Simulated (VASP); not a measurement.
# Pd (Im-3m) in VASP: a series of runs

Pd is run at these levels: RPBE; tasks: single point.

Everything below comes from runs of VASP 6.6.1. Logs are shortened: lines on timing, memory, paths and dates and some standing lists are left out, and cuts for length are marked.

## 1. The cell of the first run

The structure is cubic, space group Im-3m (No. 229). The conventional cell has a = 3.169 Å, b = 3.169 Å, c = 3.169 Å, α = 90.00°, β = 90.00°, γ = 90.00°. Pd (site symmetry m-3m) has 14 Pd at 2.74 to 3.17 Å within 3.6 Å.

This isn't the form of Pd at room conditions, which is fcc.

## 2. Single point, RPBE, collinear spin

INCAR reads:

```
SYSTEM = Pd
  ALGO = Normal
  EDIFF = 1E-6
  ENCUT = 520
  GGA = RP
  ISIF = 2
  ISMEAR = -1
  ISPIN = 2
  LASPH = .TRUE.
  LCHARG = .TRUE.
  LELF = .TRUE.
  LMAXMIX = 4
  LORBIT = 11
  LREAL = .FALSE.
  LVHAR = .TRUE.
  LWAVE = .FALSE.
  MAGMOM = 0.5
  NBANDS = 15
  NELM = 150
  PREC = Accurate
  SIGMA = 0.05
```

KPOINTS reads:

```
k-points
0
G
  14 14 14
  0 0 0
```

POSCAR reads:

```
Pd
1.0
   -1.5844953481      1.5844953481      1.5844953481
    1.5844953481     -1.5844953481      1.5844953481
    1.5844953481      1.5844953481     -1.5844953481
Pd
1
Direct
    0.0000000000      0.0000000000      0.0000000000
```

Potentials or basis: VASP PAW PBE potentials, release 64 (Pd).

On the command line:

```bash
> cat potpaw_PBE.64/Pd/POTCAR > POTCAR
> mpirun -np 1 vasp_std > vasp.out
```

OUTCAR:

```text
SYSTEM = Pd
   EDIFF = 1E-6
   ENCUT = 520
   GGA = RP
   ISIF = 2
   ISMEAR = -1
   ISPIN = 2
   LASPH = .TRUE.
   LORBIT = 11
   LREAL = .FALSE.
   NELM = 150
   PREC = Accurate

 ion  position               nearest neighbor table
   1  0.000  0.000  0.000-

  LATTYP: Found a body centered cubic cell.
 ALAT       =     3.1689906962

  Lattice vectors:

 A1 = (  -1.5844953481,   1.5844953481,   1.5844953481)
 A2 = (   1.5844953481,  -1.5844953481,   1.5844953481)
 A3 = (   1.5844953481,   1.5844953481,  -1.5844953481)

Analysis of symmetry for initial positions (statically):
=====================================================================
 Subroutine PRICEL returns:
 Original cell was already a primitive cell.

 Routine SETGRP: Setting up the symmetry group for a
 body centered cubic supercell.

 Subroutine GETGRP returns: Found 48 space group operations
 (whereof 48 operations were pure point group operations)
 out of a pool of 48 trial point group operations.

The static configuration has the point symmetry O_h .

Analysis of symmetry for dynamics (positions and initial velocities):
=====================================================================
 Subroutine PRICEL returns:
 Original cell was already a primitive cell.

 Routine SETGRP: Setting up the symmetry group for a
 body centered cubic supercell.

 Subroutine GETGRP returns: Found 48 space group operations
 (whereof 48 operations were pure point group operations)
 out of a pool of 48 trial point group operations.

The dynamic configuration has the point symmetry O_h .

Analysis of structural, dynamic, and magnetic symmetry:
=====================================================================
 Subroutine PRICEL returns:
 Original cell was already a primitive cell.

 Routine SETGRP: Setting up the symmetry group for a
 body centered cubic supercell.

 Subroutine GETGRP returns: Found 48 space group operations
 (whereof 48 operations were pure point group operations)
 out of a pool of 48 trial point group operations.

The overall configuration has the point symmetry O_h .

 Subroutine INISYM returns: Found 48 space group operations
 (whereof 48 operations are pure point group operations),
 and found     1 'primitive' translations

----------------------------------------------------------------------------------------

                                     Primitive cell

  volume of cell :      15.9123

  direct lattice vectors                    reciprocal lattice vectors
    -1.584495348  1.584495348  1.584495348     0.000000000  0.315557884  0.315557884
     1.584495348 -1.584495348  1.584495348     0.315557884  0.000000000  0.315557884
     1.584495348  1.584495348 -1.584495348     0.315557884  0.315557884  0.000000000

  length of vectors
     2.744426447  2.744426447  2.744426447     0.446266240  0.446266240  0.446266240

  position of ions in fractional coordinates (direct lattice)
     0.000000000  0.000000000  0.000000000

  ion indices of the primitive-cell ions
   primitive index   ion index
                 1           1

----------------------------------------------------------------------------------------

 KPOINTS: k-points

Automatic generation of k-mesh.
 Grid dimensions read from file:
 generate k-points for:   14   14   14

 Generating k-lattice:

  Cartesian coordinates                     Fractional coordinates (reciprocal lattice)
     0.000000000  0.022539849  0.022539849     0.071428571  0.000000000  0.000000000
     0.022539849  0.000000000  0.022539849     0.000000000  0.071428571  0.000000000
     0.022539849  0.022539849  0.000000000     0.000000000  0.000000000  0.071428571

  Length of vectors
     0.031876160  0.031876160  0.031876160

  Shift w.r.t. Gamma in fractional coordinates (k-lattice)
     0.000000000  0.000000000  0.000000000

 Subroutine IBZKPT returns following result:
 ===========================================

 Found    104 irreducible k-points:

 Following reciprocal coordinates:
            Coordinates               Weight
  0.000000  0.000000  0.000000      1.000000
  0.071429  0.000000  0.000000     12.000000
  0.142857  0.000000  0.000000     12.000000
  0.214286  0.000000  0.000000     12.000000
  0.285714  0.000000  0.000000     12.000000
  0.357143  0.000000  0.000000     12.000000
[... 16 lines left out ...]
  0.285714  0.285714  0.000000     24.000000
  0.357143  0.285714  0.000000     24.000000
 [... further k-points ...]
   k-points           NKPTS =    104   k-points in BZ     NKDIM =    104   number of bands    NBANDS=     15
   number of dos      NEDOS =    301   number of ions     NIONS =      1
   total plane-waves  NPLWV =   8000
   dimension x,y,z NGX =    20 NGY =   20 NGZ =   20
   dimension x,y,z NGXF=    40 NGYF=   40 NGZF=   40
   ions per type =               1
   NGX,Y,Z   is equivalent  to a cutoff of  12.12, 12.12, 12.12 a.u.
   NGXF,Y,Z  is equivalent  to a cutoff of  24.23, 24.23, 24.23 a.u.
 SYSTEM =  Pd
   PREC   = accura    normal or accurate (medium, high low for compatibility)
   ISTART =      0    job   : 0-new  1-cont  2-samecut
   ICHARG =      2    charge: 1-file 2-atom 10-const
   ISPIN  =      2    spin polarized calculation?
   LNONCOLLINEAR =      F non collinear calculations
   LSORBIT =      F    spin-orbit coupling
   LASPH  =      T    aspherical Exc in radial PAW
   ENCUT  =  520.0 eV  38.22 Ry    6.18 a.u.   5.10  5.10  5.10*2*pi/ulx,y,z
   NELM   =    150;   NELMIN=  2; NELMDL= -5     # of ELM steps
   EDIFF  = 0.1E-05   stopping-criterion for ELM
   LREAL  =      F    real-space projection
   EDIFFG = 0.1E-04   stopping-criterion for IOM
   NSW    =      0    number of steps for IOM
   IBRION =     -1    ionic relax: 0-MD 1-quasi-New 2-CG
   NFREE  =      0    steps in history (QN), initial steepest desc. (CG)
   ISIF   =      2    stress and relaxation
   ISYM   =      2    0-nonsym 1-usesym 2-fastsym
   POTIM  = 0.5000    time-step for ionic-motion
   TEBEG  =    0.0;   TEEND  =   0.0 temperature during run
   PSTRESS=    0.0 pullay stress
   NELECT =      10.0000    total number of electrons
   NUPDOWN=      -1.0000    fix difference up-down
   EMIN   =  10.00;   EMAX   =-10.00  energy-range for DOS
   EFERMI =   0.00;   METHOD = LEGACY
   ISMEAR =    -1;   SIGMA  =   0.05  broadening in eV -4-tet -1-fermi 0-gaus
   EFERMI_NEDOS =   21; number of points for ismear=-14 and -15
   IALGO  =     38    algorithm
   IMIX   =      4    mixing-type and parameters
     AMIX     =   0.40;   BMIX     =  1.00
     AMIX_MAG =   1.60;   BMIX_MAG =  1.00
  volume/ion in A,a.u.               =      15.91       107.38
  Fermi-wavevector in a.u.,A,eV,Ry     =   1.402266  2.649899 26.753831  1.966351
  Thomas-Fermi vector in A             =   2.525045
   LORBIT       =     11    0 simple, 1 ext, 2 COOP (PROOUT), +10 PAW based schemes
   GGA     = RP    functional components
   LHFCALC =     F    Hartree Fock is set to
   AEXX    =    0.0000 exact exchange contribution
   IVDW    =     0    specifies the selected vdW correction
   LEPSILON=     F    determine dielectric tensor
   LRPA    =     F    only Hartree local field effects (RPA)
 spin polarized calculation
  energy-cutoff  :      520.00
  volume of cell :       15.91
 maximum number of plane-waves:       444
   NGX = 11   NGY = 11   NGZ = 11

 number of electron      10.0000000 magnetization      -0.0043302

 number of electron      10.0000000 magnetization       0.0004732

 Free energy of the ion-electron system (eV)
  ---------------------------------------------------
  ext. energy  EPLUGINS =         0.00000000
  ---------------------------------------------------
  free energy    TOTEN  =        -4.58837832 eV

  energy without entropy =       -4.57553576  energy(sigma->0) =       -4.58195704

 E-fermi :   8.6627     XC(G=0): -12.5966

 val. band max:        8.6521236967   @ k =   0.1429   0.1429   0.0714
 cond. band min:       8.6667195077   @ k =  -0.4286  -0.4286   0.1429
 fundamental gap:      0.0145958111
 Fermi energy:         8.6626664695

 spin component 1

 k-point     1 :       0.0000    0.0000    0.0000
  band No.  band energies     occupation
      1       2.1527      1.00000
      2       6.0515      1.00000
      3       6.0515      1.00000
      4       6.0515      1.00000
      5       7.8160      1.00000
      6       7.8160      1.00000
      7      27.8818      0.00000
      8      27.8818      0.00000
      9      27.8818      0.00000
     10      35.4862      0.00000
     11      35.6532      0.00000
     12      35.6532      0.00000
     13      36.7788      0.00000
     14      36.7788      0.00000
     15      36.7788      0.00000
[... 397 lines left out ...]
 k-point    24 :       0.3571    0.2857    0.0000
  band No.  band energies     occupation
      1       4.7923      1.00000
      2       5.5745      1.00000
      3       6.0924      1.00000
      4       7.8805      1.00000
      5       8.1139      0.99998
      6      15.0784      0.00000
      7      16.3316      0.00000
      8      17.8262      0.00000
      9      25.6357      0.00000
     10      31.8603      0.00000
     11      32.6724      0.00000
     12      35.4980      0.00000
     13      40.4561      0.00000
     14      41.3669      0.00000
     15      42.7204      0.00000

 [... further k-points ...]

 spin component 2

 k-point     1 :       0.0000    0.0000    0.0000
  band No.  band energies     occupation
      1       2.1526      1.00000
      2       6.0520      1.00000
      3       6.0520      1.00000
      4       6.0520      1.00000
      5       7.8163      1.00000
      6       7.8163      1.00000
      7      27.8817      0.00000
      8      27.8817      0.00000
      9      27.8817      0.00000
     10      35.4869      0.00000
     11      35.6530      0.00000
     12      35.6530      0.00000
     13      36.7790      0.00000
     14      36.7790      0.00000
     15      36.7790      0.00000
[... 397 lines left out ...]
 k-point    24 :       0.3571    0.2857    0.0000
  band No.  band energies     occupation
      1       4.7927      1.00000
      2       5.5748      1.00000
      3       6.0927      1.00000
      4       7.8808      1.00000
      5       8.1143      0.99998
      6      15.0785      0.00000
      7      16.3318      0.00000
      8      17.8263      0.00000
      9      25.6357      0.00000
     10      31.8603      0.00000
     11      32.6723      0.00000
     12      35.4986      0.00000
     13      40.4562      0.00000
     14      41.3671      0.00000
     15      42.7208      0.00000

 [... further k-points ...]

------------------------ aborting loop because EDIFF is reached ----------------------------------------

  FORCE on cell =-STRESS in cart. coord.  units (eV):
  Direction    XX          YY          ZZ          XY          YZ          ZX
  --------------------------------------------------------------------------------------
  -------------------------------------------------------------------------------------
  Total       -0.0232304     -0.0232304     -0.0232304      0.0000000     -0.0000000      0.0000000
  in kB       -2.3390273     -2.3390273     -2.3390273      0.0000000     -0.0000000      0.0000000
  external PRESSURE =      -2.3390273 kB  Pullay stress =       0.0000000 kB

 VOLUME and BASIS-vectors are now :
 -----------------------------------------------------------------------------
  energy-cutoff  :      520.00
  volume of cell :       15.91
      direct lattice vectors                 reciprocal lattice vectors
    -1.584495348  1.584495348  1.584495348     0.000000000  0.315557884  0.315557884
     1.584495348 -1.584495348  1.584495348     0.315557884  0.000000000  0.315557884
     1.584495348  1.584495348 -1.584495348     0.315557884  0.315557884  0.000000000

 POSITION                                       TOTAL-FORCE (eV/Angst)
 -----------------------------------------------------------------------------------
      0.00000      0.00000      0.00000        -0.000000      0.000000      0.000000
 -----------------------------------------------------------------------------------
    total drift:                               -0.000000     -0.000000      0.000000

  FREE ENERGIE OF THE ION-ELECTRON SYSTEM (eV)
  ---------------------------------------------------
  free  energy   TOTEN  =        -4.5883783238 eV

  energy  without entropy=       -4.5755357560  energy(sigma->0) =       -4.58195704

 total charge

# of ion       s       p       d       tot
------------------------------------------
    1        0.454   0.392   8.467   9.313

 magnetization (x)

# of ion       s       p       d       tot
------------------------------------------
    1        0.000  -0.000   0.000   0.000
```

Run time: 1.8 min. Hardware: 1 thread of Intel Xeon 8259CL, shared host; peak memory 0.13 GiB.

What came out:

```yaml
Free_energy: -4.5884 eV
Pressure: -0.2 GPa
Band_gap_on_the_k_mesh: zero (filled and empty bands overlap)
Net_moment: 0.00 μB per cell
Valence_electrons_inside_the_program's_atomic_spheres: Pd 9.31
```

Caveat: the PAW data sets were made with another functional, which shifts forces and pressure a little.

(Part 1 of 2 ends here.)

The gap in the log of VASP goes by the Fermi energy; the results here count the filled bands.